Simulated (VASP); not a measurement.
A run of VASP 6.6.1 is set up as follows.

INCAR

```
SYSTEM = As
ALGO = Fast ; EDIFF = 1E-6
EDIFFG = -0.01 ; ENCUT = 600
GGA = PE ; IBRION = 2
ISIF = 3 ; ISMEAR = 0
LASPH = .TRUE. ; LCHARG = .FALSE.
LREAL = .FALSE. ; LWAVE = .FALSE.
NELM = 60 ; NSW = 100
PREC = Accurate ; SIGMA = 0.1
```

KPOINTS

```
k-points
0
G
  28 28 28
  0 0 0
```

POSCAR

```
As
1.0
   -1.3679745659      1.3679745659      2.6454591554
    1.3679745659     -1.3679745659      2.6454591554
    1.3679745659      1.3679745659     -2.6454591554
As
1
Direct
    0.0000000000      0.0000000000      0.0000000000
```

Potentials or basis: VASP PAW PBE potentials, release 64 (As).

Run with:

```bash
$ cat potpaw_PBE.64/As/POTCAR > POTCAR
$ mpirun -np 1 vasp_std > vasp.out
```

Problem. Predict the relaxed volume.

Solution. 19.92 Å³/atom.

Problem. What does it give for the space group after relaxing (to 0.1 Å)?

Solution. I4/mmm (No. 139).

Final structure:
```yaml
crystal:
  lattice:
    - [-1.36599, 1.36599, 2.66937]
    - [1.36599, -1.36599, 2.66937]
    - [1.36599, 1.36599, -2.66937]
  atoms:
    - { symbol: As, position: [0.00000, 0.00000, 0.00000] }
```
